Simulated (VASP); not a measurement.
# In in VASP: a series of runs, part 2 of 2

VASP 6.6.1.

## Step 3: Single point, PBEsol

This run uses another cell than the first one: it holds 3 atoms, not 1.

Contents of INCAR:

```
PREC     = Accurate       # precision mode
ENCUT    = 520            # plane-wave cutoff, eV
EDIFF    = 1E-7           # SCF threshold, eV
ISMEAR   = 0              # smearing method
SIGMA    = 0.1            # smearing width, eV
LREAL    = False          # projectors in reciprocal space
LASPH    = True           # aspherical terms in the spheres
NELM     = 100            # most SCF steps
ALGO     = Normal         # electronic algorithm
ISIF     = 2              # what is computed and relaxed
LWAVE    = False          # write WAVECAR
LCHARG   = False          # write CHGCAR
GGA      = PS             # functional
NBANDS   = 26             # bands
```

Contents of KPOINTS:

```
regular mesh
0
Gamma
  6 6 4
```

Contents of POSCAR:

```
In
1.0
    4.7689707023      0.0000000000      0.0000000000
   -2.3844853511      4.1300497781      0.0000000000
    0.0000000000      0.0000000000      4.0442741280
In
3
Direct
    0.3336059290      0.0000000000      0.3333333333
    0.0000000000      0.3336059290      0.6666666667
    0.6663940710      0.6663940710      0.0000000000
```

Potentials or basis: VASP PAW PBE potentials, release 64 (In_d).

Run with:

```sh
$ cat potpaw_PBE.64/In_d/POTCAR > POTCAR
$ mpirun -np 1 vasp_std > vasp.out
```

OUTCAR:

```text
PREC = Accurate
   ENCUT = 520
   EDIFF = 1E-7
   ISMEAR = 0
   LREAL = False
   LASPH = True
   NELM = 100
   ISIF = 2
   GGA = PS

 ion  position               nearest neighbor table
   1  0.334  0.000  0.333-   3 3.06   3 3.06   2 3.06   2 3.06   3 3.07   2 3.07   2 3.85   2 3.85
                             3 3.85   3 3.85   2 3.86   3 3.86
   2  0.000  0.334  0.667-   3 3.06   3 3.06   1 3.06   1 3.06   3 3.07   1 3.07   1 3.85   1 3.85
                             3 3.85   3 3.85   1 3.86   3 3.86
   3  0.666  0.666  0.000-   1 3.06   2 3.06   1 3.06   2 3.06   2 3.07   1 3.07   1 3.85   2 3.85
                             1 3.85   2 3.85   2 3.86   1 3.86

  LATTYP: Found a hexagonal cell.
 ALAT       =     4.7689707023
 C/A-ratio  =     0.8480392060

  Lattice vectors:

 A1 = (   4.7689707023,   0.0000000000,   0.0000000000)
 A2 = (  -2.3844853511,   4.1300497781,   0.0000000000)
 A3 = (   0.0000000000,   0.0000000000,   4.0442741280)

Analysis of symmetry for initial positions (statically):
=====================================================================
 Subroutine PRICEL returns:
 Original cell was already a primitive cell.

 Routine SETGRP: Setting up the symmetry group for a
 hexagonal supercell.

 Subroutine GETGRP returns: Found  6 space group operations
 (whereof  2 operations were pure point group operations)
 out of a pool of 24 trial point group operations.

The static configuration has the point symmetry C_2 .
 The point group associated with its full space group is D_3 .

Analysis of symmetry for dynamics (positions and initial velocities):
=====================================================================
 Subroutine PRICEL returns:
 Original cell was already a primitive cell.

 Routine SETGRP: Setting up the symmetry group for a
 hexagonal supercell.

 Subroutine GETGRP returns: Found  6 space group operations
 (whereof  2 operations were pure point group operations)
[... 120 lines left out ...]
   EFERMI_NEDOS =   21; number of points for ismear=-14 and -15
   IALGO  =     38    algorithm
   IMIX   =      4    mixing-type and parameters
     AMIX     =   0.40;   BMIX     =  1.00
     AMIX_MAG =   1.60;   BMIX_MAG =  1.00
  volume/ion in A,a.u.               =      26.55       179.18
  Fermi-wavevector in a.u.,A,eV,Ry     =   1.290297  2.438307 22.651865  1.664865
  Thomas-Fermi vector in A             =   2.422137
   LORBIT       =      0    0 simple, 1 ext, 2 COOP (PROOUT), +10 PAW based schemes
   GGA     = PS    functional components
   LHFCALC =     F    Hartree Fock is set to
   AEXX    =    0.0000 exact exchange contribution
   IVDW    =     0    specifies the selected vdW correction
   LEPSILON=     F    determine dielectric tensor
   LRPA    =     F    only Hartree local field effects (RPA)
 non-spin polarized calculation
 Gauss-broadening in eV      SIGMA  =   0.10
  energy-cutoff  :      520.00
  volume of cell :       79.66
 maximum number of plane-waves:      2181
   NGX = 17   NGY = 17   NGZ = 15

 number of electron      38.9999970 magnetization

 Free energy of the ion-electron system (eV)
  ---------------------------------------------------
  ext. energy  EPLUGINS =         0.00000000
  ---------------------------------------------------
  free energy    TOTEN  =        -8.81136104 eV

  energy without entropy =       -8.80351893  energy(sigma->0) =       -8.80743999

 E-fermi :   7.2656     XC(G=0): -10.3009

 val. band max:        7.2142631240   @ k =   0.5000   0.0000   0.2500
 cond. band min:       7.2880119460   @ k =   0.1667   0.0000   0.5000
 fundamental gap:      0.0737488221
 Fermi energy:         7.2656027271

 k-point     1 :       0.0000    0.0000    0.0000
  band No.  band energies     occupation
      1      -7.7444      2.00000
      2      -7.7444      2.00000
      3      -7.4339      2.00000
      4      -7.4339      2.00000
      5      -7.4096      2.00000
      6      -7.4094      2.00000
[... 685 lines left out ...]
     25      13.8319      0.00000
     26      13.8337      0.00000

------------------------ aborting loop because EDIFF is reached ----------------------------------------

  FORCE on cell =-STRESS in cart. coord.  units (eV):
  Direction    XX          YY          ZZ          XY          YZ          ZX
  --------------------------------------------------------------------------------------
  -------------------------------------------------------------------------------------
  Total       -0.1083165     -0.1083165     -0.1078953     -0.0000000      0.0000000      0.0000000
  in kB       -2.1786351     -2.1786351     -2.1701638     -0.0000000      0.0000000      0.0000000
  external PRESSURE =      -2.1758113 kB  Pullay stress =       0.0000000 kB

 VOLUME and BASIS-vectors are now :
 -----------------------------------------------------------------------------
  energy-cutoff  :      520.00
  volume of cell :       79.66
      direct lattice vectors                 reciprocal lattice vectors
     4.768970702  0.000000000  0.000000000     0.209688854  0.121063916  0.000000000
    -2.384485351  4.130049778  0.000000000     0.000000000  0.242127832  0.000000000
     0.000000000  0.000000000  4.044274128     0.000000000  0.000000000  0.247263160

 POSITION                                       TOTAL-FORCE (eV/Angst)
 -----------------------------------------------------------------------------------
      1.59096      0.00000      1.34809        -0.006868     -0.000000     -0.000000
     -0.79548      1.37781      2.69618         0.003434     -0.005947      0.000000
      1.58901      2.75224      0.00000         0.003434      0.005947      0.000000
 -----------------------------------------------------------------------------------
    total drift:                                0.000000     -0.000000      0.000000

  FREE ENERGIE OF THE ION-ELECTRON SYSTEM (eV)
  ---------------------------------------------------
  free  energy   TOTEN  =        -8.8113610448 eV

  energy  without entropy=       -8.8035189294  energy(sigma->0) =       -8.80743999
```

stdout:

```text
POSCAR found type information on POSCAR In
 POSCAR found :  1 types and       3 ions
 scaLAPACK will be used
 -----------------------------------------------------------------------------
|                                                                             |
|                                                                             |
|     You enforced a specific xc type in the INCAR file but a different       |
|     I HOPE YOU KNOW WHAT YOU ARE DOING!                                     |
|                                                                             |
 -----------------------------------------------------------------------------

 LDA part: xc-table for (Slater+PW92), standard interpolation
 POSCAR, INCAR and KPOINTS ok, starting setup
 FFT: planning ... GRIDC
 FFT: planning ... GRID_SOFT
 FFT: planning ... GRID
 WAVECAR not read
 entering main loop
```

Wall time 43 s (1 thread of Intel Xeon Platinum 8259CL at 2.50GHz (Skylake/Cascade Lake), shared host); peak memory 0.19 GiB.

Results:

```
Free energy   : -8.8114 eV
Pressure      : -0.2 GPa
Largest force : 0.007 eV/Å
```

Forces on the atoms (eV/Å):
```
In  -0.007  0.000  0.000
In   0.003 -0.006  0.000
In   0.003  0.006  0.000
```

Levels at points of the mesh, in eV from the Fermi level:
| k point | band 17 | band 18 | band 19 | band 20 | band 21 | band 22 |
| --- | --- | --- | --- | --- | --- | --- |
| (0.00, 0.00, 0.00) | -1.43 | -1.43 | 0.25 | 0.26 | 0.26 | 0.27 |
| (0.50, 0.00, 0.00) | -7.23 | -2.43 | -2.41 | 1.78 | 2.72 | 2.72 |
| (0.00, 0.00, 0.50) | -7.20 | 0.86 | 0.86 | 1.61 | 2.64 | 2.64 |
| (0.50, 0.00, 0.50) | -4.88 | -4.88 | -3.74 | 0.33 | 0.33 | 0.72 |

Caveat: the k points lie up to 0.39 Å⁻¹ apart; the PAW data sets were made with another functional, which shifts forces and pressure a little; spin-orbit coupling is left out, which moves the levels of the heavy elements.

## Step 4: Single point, PBEsol

This run uses another cell than the first one: it holds 2 atoms, not 1.

Contents of INCAR:

```
SYSTEM = In
ALGO = Normal
EDIFF = 1E-6
ENCUT = 520
GGA = PS
ISIF = 2
ISMEAR = 0
LASPH = .True.
LCHARG = .False.
LREAL = .False.
LWAVE = .False.
NBANDS = 20
NELM = 100
PREC = Accurate
SIGMA = 0.1
```

Contents of KPOINTS:

```
k-points
0
Gamma
  6 6 6
  0 0 0
```

Contents of POSCAR:

```
In
1.0
    1.9229723984      1.1102286319      4.1550403976
   -1.9229723984      1.1102286319      4.1550403976
    0.0000000000     -2.2204572637      4.1550403976
In
2
Direct
    0.2499658278      0.2499658278      0.2499658278
    0.7500341722      0.7500341722      0.7500341722
```

Run with:

```sh
$ cat potpaw_PBE.64/In_d/POTCAR > POTCAR
$ mpirun -np 1 vasp_std > vasp.out
```

Wall time 16 s (1 thread of AMD EPYC 9R45 (Zen 5), shared host); peak memory 0.17 GiB.

The run converged. Its results:

* Free energy: -5.8696 eV
* Pressure: -0.1 GPa
* Largest force: 0.004 eV/Å
* Band gap on the k mesh: zero (band 13 reaches 12.17 eV, above the bottom of band 14 at 5.34 eV)

Forces on the atoms (eV/Å):
```
In   0.000  0.000  0.004
In   0.000  0.000 -0.004
```

Stress tensor (GPa, compression positive):
```
-0.13  0.00  0.00
 0.00 -0.13  0.00
 0.00  0.00 -0.04
```

Levels at points of the mesh, in eV from the Fermi level:
| k point | band 9 | band 10 | band 11 | band 12 | band 13 | band 14 | band 15 | band 16 | band 17 | band 18 |
| --- | --- | --- | --- | --- | --- | --- | --- | --- | --- | --- |
| (0.00, 0.00, 0.00) | -13.88 | -13.88 | -9.36 | -0.63 | 0.94 | 4.13 | 4.13 | 8.02 | 8.02 | 8.13 |
| (0.50, 0.00, 0.00) | -14.26 | -14.26 | -5.51 | -5.50 | 1.48 | 1.48 | 3.78 | 3.79 | 4.78 | 4.78 |
| (0.50, 0.50, 0.00) | -14.09 | -13.88 | -5.22 | -3.53 | -1.64 | -1.60 | 0.96 | 4.71 | 9.57 | 9.70 |
| (0.50, 0.50, 0.50) | -14.31 | -14.31 | -7.00 | -7.00 | 5.23 | 5.23 | 5.23 | 5.23 | 7.17 | 7.17 |

Caveat: the PAW data sets were made with another functional, which shifts forces and pressure a little; spin-orbit coupling is left out, which moves the levels of the heavy elements.

## Step 5: Summary

```tsv
task	cell	k mesh	cutoff (eV)	gap on the mesh (eV)	pressure (GPa)
relaxation of cell and atoms	relaxed from a = 3.066 Å, angles 102.1°, 1 atom	21 × 21 × 21	600	none	0.0
single point	a = 4.769, b = 4.769, c = 4.044 Å, angles 90.0, 90.0, 120.0°, 3 atoms	6 × 6 × 4	520	none	-0.2
single point	a = 4.711 Å, angles 48.2°, 2 atoms	6 × 6 × 6	520	none	-0.1
```

Alike in all rows: level PBEsol; potentials or basis VASP PAW PBE potentials, release 64 (In_d); no spin polarisation; smearing gaussian 0.1 eV.

Caveats: some runs use coarse meshes; the PAW data sets were made with another functional, which shifts forces and pressure a little; spin-orbit coupling is left out, which moves the levels of the heavy elements.

Total energies depend on the potentials used, so only differences within one code and one set of settings carry meaning.
